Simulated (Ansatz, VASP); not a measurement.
# Two plane-wave programs on Al3Cu

```
Al Cu
1.0
     2.77841    0.00000    0.00000
     0.00000    2.77841    0.00000
     0.00000    0.00000    7.51340
Al Cu
3 1
Cartesian
  0.0000 0.0000 3.7567
  1.3892 1.3892 1.6989
  1.3892 1.3892 5.8145
  0.0000 0.0000 0.0000
```

Alike in both runs: task single point; functional r2SCAN; k mesh 8 × 8 × 3; occupations gaussian, width 0.4 eV; no spin polarisation.

|  | VASP | Ansatz |
| --- | --- | --- |
| version | VASP 6.6.1 | Ansatz 0.2.0 |
| potentials or method | VASP PAW PBE potentials, release 64 (Al, Cu), cutoff 520 eV | scalar-relativistic, plane waves, PAW |
| valence electrons in the cell | 20 | 28 |

VASP gave:

| Item | Value |
| --- | --- |
| gap on the k mesh at the Fermi level (eV) | none |
| pressure (GPa) | 0.5 |
| traceless stress, the component that is largest in VASP (GPa) | -0.06 |
| rms of the force components (eV/Å) | 0.026 |

Q: Estimate Ansatz's values.

A: gap on the k mesh at the Fermi level (eV): none; pressure (GPa): 0.7; traceless stress, the component that is largest in VASP (GPa): -0.05; rms of the force components (eV/Å): 0.034.

VASP's potentials were made for PBE, not for r2SCAN. Atom by atom the forces differ by 0.008 eV/Å (rms over components). A gap of «none» marks a metal or a gap that the smearing closes. VASP's potentials hold 20 valence electrons a cell and Ansatz's 28, so a difference there can come from the potentials and not from the codes.
